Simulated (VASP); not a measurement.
# HfN (HfN (100), 2 layers) in VASP: further runs

HfN (HfN (100), 2 layers) is run at these levels: PBE; tasks: single point.

Program: VASP 6.6.1. These are calculated values, not measurements. Logs are shortened: lines on timing, memory, paths and dates and some standing lists are left out, and cuts for length are marked.

### Step 1. The cell of the first run

The cell holds a slab with vacuum, 4 atoms: a = 3.216 Å, b = 3.216 Å, c = 18.274 Å, α = 90.00°, β = 90.00°, γ = 90.00°.

### Step 2. Single point, PBE

INCAR reads:

```
  ALGO = Normal
  DIPOL = 0.5 0.5 0.500
  EDIFF = 1E-7
  ENCUT = 520
  GGA = PE
  IDIPOL = 3
  ISIF = 2
  ISMEAR = -1
  LASPH = T
  LCHARG = T
  LDIPOL = T
  LELF = T
  LREAL = F
  LVACPOTAV = T
  LVHAR = T
  LWAVE = F
  NBANDS = 23
  NELM = 100
  PREC = Accurate
  SIGMA = 0.08
```

KPOINTS reads:

```
k-points
0
Gamma
  11 11 1
```

POSCAR reads:

```
HfN
1.0
    3.2159806212      0.0000000000      0.0000000000
    0.0000000000      3.2159806212      0.0000000000
    0.0000000000      0.0000000000     18.2740000000
Hf N
2 2
Direct
    0.0000000000      0.0000000000      0.4377793120
    0.5000000000      0.5000000000      0.5622206880
    0.5000000000      0.5000000000      0.4377793120
    0.0000000000      0.0000000000      0.5622206880
```

Potentials or basis: VASP PAW PBE potentials, release 64 (Hf_pv, N).

Command:

```bash
$ cat potpaw_PBE.64/Hf_pv/POTCAR potpaw_PBE.64/N/POTCAR > POTCAR
$ mpirun -np 1 vasp_std > vasp.out
```

OUTCAR:

```text
EDIFF = 1E-7
   ENCUT = 520
   GGA = PE
   ISIF = 2
   ISMEAR = -1
   LASPH = T
   LREAL = F
   NELM = 100
   PREC = Accurate

 ion  position               nearest neighbor table
   1  0.000  0.000  0.438-   4 2.27   3 2.27   3 2.27   3 2.27   3 2.27   2 3.22   2 3.22   2 3.22
                             2 3.22
   2  0.500  0.500  0.562-   3 2.27   4 2.27   4 2.27   4 2.27   4 2.27   1 3.22   1 3.22   1 3.22
                             1 3.22
   3  0.500  0.500  0.438-   2 2.27   1 2.27   1 2.27   1 2.27   1 2.27
   4  0.000  0.000  0.562-   1 2.27   2 2.27   2 2.27   2 2.27   2 2.27

  LATTYP: Found a simple tetragonal cell.
 ALAT       =     3.2159806212
 C/A-ratio  =     5.6822481701

  Lattice vectors:

 A1 = (   3.2159806212,   0.0000000000,   0.0000000000)
 A2 = (   0.0000000000,   3.2159806212,   0.0000000000)
 A3 = (   0.0000000000,   0.0000000000,  18.2740000000)

Analysis of symmetry for initial positions (statically):
=====================================================================
 Subroutine PRICEL returns:
 Original cell was already a primitive cell.

 Routine SETGRP: Setting up the symmetry group for a
 simple tetragonal supercell.

 Subroutine GETGRP returns: Found 16 space group operations
 (whereof  8 operations were pure point group operations)
 out of a pool of 16 trial point group operations.

The static configuration has the point symmetry C_4v.
 The point group associated with its full space group is D_4h.

Analysis of symmetry for dynamics (positions and initial velocities):
=====================================================================
 Subroutine PRICEL returns:
 Original cell was already a primitive cell.

 Routine SETGRP: Setting up the symmetry group for a
 simple tetragonal supercell.

 Subroutine GETGRP returns: Found 16 space group operations
 (whereof  8 operations were pure point group operations)
 out of a pool of 16 trial point group operations.

The dynamic configuration has the point symmetry C_4v.
 The point group associated with its full space group is D_4h.

 Subroutine INISYM returns: Found 16 space group operations
 (whereof  8 operations are pure point group operations),
 and found     1 'primitive' translations

----------------------------------------------------------------------------------------

                                     Primitive cell

  volume of cell :     188.9994

  direct lattice vectors                    reciprocal lattice vectors
     3.215980621  0.000000000  0.000000000     0.310947147  0.000000000  0.000000000
     0.000000000  3.215980621  0.000000000     0.000000000  0.310947147  0.000000000
     0.000000000  0.000000000 18.274000000     0.000000000  0.000000000  0.054722557

  length of vectors
     3.215980621  3.215980621 18.274000000     0.310947147  0.310947147  0.054722557

  position of ions in fractional coordinates (direct lattice)
     0.000000000  0.000000000  0.437779312
     0.500000000  0.500000000  0.562220688
     0.500000000  0.500000000  0.437779312
     0.000000000  0.000000000  0.562220688

  ion indices of the primitive-cell ions
   primitive index   ion index
                 1           1
                 2           2
                 3           3
                 4           4

----------------------------------------------------------------------------------------

 KPOINTS: k-points

Automatic generation of k-mesh.
 Grid dimensions read from file:
 generate k-points for:   11   11    1

 Generating k-lattice:

  Cartesian coordinates                     Fractional coordinates (reciprocal lattice)
     0.028267922  0.000000000  0.000000000     0.090909091  0.000000000  0.000000000
     0.000000000  0.028267922  0.000000000     0.000000000  0.090909091  0.000000000
     0.000000000  0.000000000  0.054722557     0.000000000  0.000000000  1.000000000

  Length of vectors
     0.028267922  0.028267922  0.054722557

  Shift w.r.t. Gamma in fractional coordinates (k-lattice)
     0.000000000  0.000000000  0.000000000

 Subroutine IBZKPT returns following result:
 ===========================================

 Found     21 irreducible k-points:

 Following reciprocal coordinates:
            Coordinates               Weight
  0.000000  0.000000  0.000000      1.000000
  0.090909  0.000000  0.000000      4.000000
  0.181818  0.000000  0.000000      4.000000
  0.272727  0.000000  0.000000      4.000000
  0.363636  0.000000  0.000000      4.000000
  0.454545  0.000000  0.000000      4.000000
[... 13 lines left out ...]
  0.454545  0.363636  0.000000      8.000000
  0.454545  0.454545  0.000000      4.000000
   k-points           NKPTS =     21   k-points in BZ     NKDIM =     21   number of bands    NBANDS=     23
   number of dos      NEDOS =    301   number of ions     NIONS =      4
   total plane-waves  NPLWV =  80640
   dimension x,y,z NGX =    24 NGY =   24 NGZ =  140
   dimension x,y,z NGXF=    48 NGYF=   48 NGZF=  280
   ions per type =               2   2
   NGX,Y,Z   is equivalent  to a cutoff of  12.41, 12.41, 12.74 a.u.
   NGXF,Y,Z  is equivalent  to a cutoff of  24.81, 24.81, 25.47 a.u.
 SYSTEM =  unknown system
   PREC   = accura    normal or accurate (medium, high low for compatibility)
   ISTART =      0    job   : 0-new  1-cont  2-samecut
   ICHARG =      2    charge: 1-file 2-atom 10-const
   ISPIN  =      1    spin polarized calculation?
   LNONCOLLINEAR =      F non collinear calculations
   LSORBIT =      F    spin-orbit coupling
   LASPH  =      T    aspherical Exc in radial PAW
   ENCUT  =  520.0 eV  38.22 Ry    6.18 a.u.   5.98  5.98 33.98*2*pi/ulx,y,z
   NELM   =    100;   NELMIN=  2; NELMDL= -5     # of ELM steps
   EDIFF  = 0.1E-06   stopping-criterion for ELM
   LREAL  =      F    real-space projection
   EDIFFG = 0.1E-05   stopping-criterion for IOM
   NSW    =      0    number of steps for IOM
   IBRION =     -1    ionic relax: 0-MD 1-quasi-New 2-CG
   NFREE  =      0    steps in history (QN), initial steepest desc. (CG)
   ISIF   =      2    stress and relaxation
   ISYM   =      2    0-nonsym 1-usesym 2-fastsym
   POTIM  = 0.5000    time-step for ionic-motion
   TEBEG  =    0.0;   TEEND  =   0.0 temperature during run
   PSTRESS=    0.0 pullay stress
   NELECT =      30.0000    total number of electrons
   NUPDOWN=      -1.0000    fix difference up-down
   EMIN   =  10.00;   EMAX   =-10.00  energy-range for DOS
   EFERMI =   0.00;   METHOD = LEGACY
   ISMEAR =    -1;   SIGMA  =   0.08  broadening in eV -4-tet -1-fermi 0-gaus
   EFERMI_NEDOS =   21; number of points for ismear=-14 and -15
   IALGO  =     38    algorithm
   IMIX   =      4    mixing-type and parameters
     AMIX     =   0.40;   BMIX     =  1.00
     AMIX_MAG =   1.60;   BMIX_MAG =  1.00
  volume/ion in A,a.u.               =      47.25       318.86
  Fermi-wavevector in a.u.,A,eV,Ry     =   0.886397  1.675048 10.690100  0.785700
  Thomas-Fermi vector in A             =   2.007558
   LORBIT       =      0    0 simple, 1 ext, 2 COOP (PROOUT), +10 PAW based schemes
   GGA     = PE    functional components
   LHFCALC =     F    Hartree Fock is set to
   AEXX    =    0.0000 exact exchange contribution
   IVDW    =     0    specifies the selected vdW correction
   LEPSILON=     F    determine dielectric tensor
   LRPA    =     F    only Hartree local field effects (RPA)
 non-spin polarized calculation
  energy-cutoff  :      520.00
  volume of cell :      189.00
 maximum number of plane-waves:      5132
 NGX is ok and might be reduce to    24
   NGX = 11   NGY = 11   NGZ = 67

 dipolmoment           0.000000      0.000000      0.000000 electrons x Angstroem

 number of electron      29.9999998 magnetization

 dipolmoment           0.000000      0.000000     -0.000000 electrons x Angstroem

 Free energy of the ion-electron system (eV)
  ---------------------------------------------------
  ext. energy  EPLUGINS =         0.00000000
  ---------------------------------------------------
  free energy    TOTEN  =       -41.47892702 eV

  energy without entropy =      -41.43577664  energy(sigma->0) =      -41.45735183

 E-fermi :  -0.2238     XC(G=0):  -4.3765

 val. band max:       -0.2339629663   @ k =   0.2727   0.1818   0.0000
 cond. band min:      -0.1830582973   @ k =   0.1818   0.1818   0.0000
 fundamental gap:      0.0509046690
 Fermi energy:        -0.2238405715

 k-point     1 :       0.0000    0.0000    0.0000
  band No.  band energies     occupation
      1     -32.1894      2.00000
      2     -31.8298      2.00000
      3     -31.7043      2.00000
      4     -31.7043      2.00000
      5     -31.5647      2.00000
      6     -31.5647      2.00000
[... 15 lines left out ...]
     22       2.4759      0.00000
     23       2.5472      0.00000

 k-point     2 :       0.0909    0.0000    0.0000
  band No.  band energies     occupation
      1     -32.1840      2.00000
      2     -31.8566      2.00000
      3     -31.7158      2.00000
      4     -31.6970      2.00000
      5     -31.6006      2.00000
      6     -31.5629      2.00000
[... 15 lines left out ...]
     22       2.9244      0.00000
     23       3.0135      0.00000

 k-point     3 :       0.1818    0.0000    0.0000
  band No.  band energies     occupation
      1     -32.1725      2.00000
      2     -31.9373      2.00000
      3     -31.7377      2.00000
      4     -31.6913      2.00000
      5     -31.6766      2.00000
      6     -31.5588      2.00000
[... 15 lines left out ...]
     22       3.6666      0.00000
     23       3.6675      0.00000

 k-point     4 :       0.2727    0.0000    0.0000
  band No.  band energies     occupation
      1     -32.1694      2.00000
      2     -32.0488      2.00000
      3     -31.7907      2.00000
      4     -31.7616      2.00000
      5     -31.6476      2.00000
      6     -31.5556      2.00000
[... 15 lines left out ...]
     22       3.5644      0.00000
     23       3.5742      0.00000

 k-point     5 :       0.3636    0.0000    0.0000
  band No.  band energies     occupation
      1     -32.1915      2.00000
      2     -32.1512      2.00000
      3     -31.8456      2.00000
      4     -31.7895      2.00000
      5     -31.6160      2.00000
      6     -31.5575      2.00000
[... 15 lines left out ...]
     22       3.3164      0.00000
     23       4.2848      0.00000

 k-point     6 :       0.4545    0.0000    0.0000
  band No.  band energies     occupation
      1     -32.2199      2.00000
      2     -32.2122      2.00000
      3     -31.8458      2.00000
      4     -31.8202      2.00000
      5     -31.5879      2.00000
      6     -31.5678      2.00000
[... 15 lines left out ...]
     22       3.5739      0.00000
     23       4.3006      0.00000

 k-point     7 :       0.0909    0.0909    0.0000
  band No.  band energies     occupation
      1     -32.1785      2.00000
      2     -31.8715      2.00000
      3     -31.7362      2.00000
      4     -31.6920      2.00000
      5     -31.6073      2.00000
      6     -31.5900      2.00000
[... 275 lines left out ...]
     22       3.8812      0.00000
     23       4.4167      0.00000

 k-point    18 :       0.4545    0.2727    0.0000
  band No.  band energies     occupation
      1     -32.1353      2.00000
      2     -32.1202      2.00000
      3     -31.8918      2.00000
      4     -31.8803      2.00000
      5     -31.7761      2.00000
      6     -31.7708      2.00000
[... 15 lines left out ...]
     22       4.3901      0.00000
     23       5.3359      0.00000

 k-point    19 :       0.3636    0.3636    0.0000
  band No.  band energies     occupation
      1     -32.1040      2.00000
      2     -32.0306      2.00000
      3     -31.9878      2.00000
      4     -31.8935      2.00000
      5     -31.8248      2.00000
      6     -31.7875      2.00000
[... 15 lines left out ...]
     22       4.4396      0.00000
     23       4.5168      0.00000

 k-point    20 :       0.4545    0.3636    0.0000
  band No.  band energies     occupation
      1     -32.1037      2.00000
      2     -32.0842      2.00000
      3     -31.9477      2.00000
      4     -31.9145      2.00000
      5     -31.8400      2.00000
      6     -31.8206      2.00000
[... 15 lines left out ...]
     22       4.8658      0.00000
     23       5.0775      0.00000

 k-point    21 :       0.4545    0.4545    0.0000
  band No.  band energies     occupation
      1     -32.0975      2.00000
      2     -32.0891      2.00000
      3     -31.9467      2.00000
      4     -31.9264      2.00000
      5     -31.8719      2.00000
      6     -31.8580      2.00000
[... 15 lines left out ...]
     22       5.1095      0.00000
     23       5.2177      0.00000

------------------------ aborting loop because EDIFF is reached ----------------------------------------

  FORCE on cell =-STRESS in cart. coord.  units (eV):
  Direction    XX          YY          ZZ          XY          YZ          ZX
  --------------------------------------------------------------------------------------
  -------------------------------------------------------------------------------------
  Total       -7.1472275     -7.1472275     -2.3998114      0.0000000      0.0000000      0.0000000
  in kB      -60.5881540    -60.5881540    -20.3435724      0.0000000      0.0000000      0.0000000
  external PRESSURE =     -47.1732935 kB  Pullay stress =       0.0000000 kB

 VOLUME and BASIS-vectors are now :
 -----------------------------------------------------------------------------
  energy-cutoff  :      520.00
  volume of cell :      189.00
      direct lattice vectors                 reciprocal lattice vectors
     3.215980621  0.000000000  0.000000000     0.310947147  0.000000000  0.000000000
     0.000000000  3.215980621  0.000000000     0.000000000  0.310947147  0.000000000
     0.000000000  0.000000000 18.274000000     0.000000000  0.000000000  0.054722557

 POSITION                                       TOTAL-FORCE (eV/Angst)
 -----------------------------------------------------------------------------------
      0.00000      0.00000      7.99998         0.000000      0.000000      1.104539
      1.60799      1.60799     10.27402         0.000000     -0.000000     -1.104539
      1.60799      1.60799      7.99998         0.000000      0.000000     -0.062589
      0.00000      0.00000     10.27402         0.000000     -0.000000      0.062589
 -----------------------------------------------------------------------------------
    total drift:                                0.000000     -0.000000     -0.000000

  FREE ENERGIE OF THE ION-ELECTRON SYSTEM (eV)
  ---------------------------------------------------
  free  energy   TOTEN  =       -41.4789270242 eV

  energy  without entropy=      -41.4357766406  energy(sigma->0) =      -41.45735183

 vacuum level on the upper side and lower side of the slab         2.894         2.894
```

Run time: 46 s. Hardware: 1 thread of Intel Xeon 6975P-C (Granite Rapids), shared host; peak memory 0.3 GiB.

What came out:

* Free energy: -41.4789 eV
* Largest force: 1.105 eV/Å
* Band gap on the k mesh: zero (band 15 reaches 0.89 eV, above the bottom of band 16 at -1.44 eV)

Forces on the atoms (eV/Å):
```
Hf   0.000  0.000  1.105
Hf   0.000  0.000 -1.105
N    0.000  0.000 -0.063
N    0.000  0.000  0.063
```

Levels at points of the mesh, in eV from the Fermi level:
| k point | band 12 | band 13 | band 14 | band 15 | band 16 | band 17 | band 18 | band 19 |
| --- | --- | --- | --- | --- | --- | --- | --- | --- |
| (0.00, 0.00, 0.00) | -3.11 | -2.70 | -2.61 | -2.61 | -1.01 | -0.67 | 1.16 | 1.43 |

Caveat: spin-orbit coupling is left out, which moves the levels of the heavy elements.

(Part 1 of 2 ends here.)
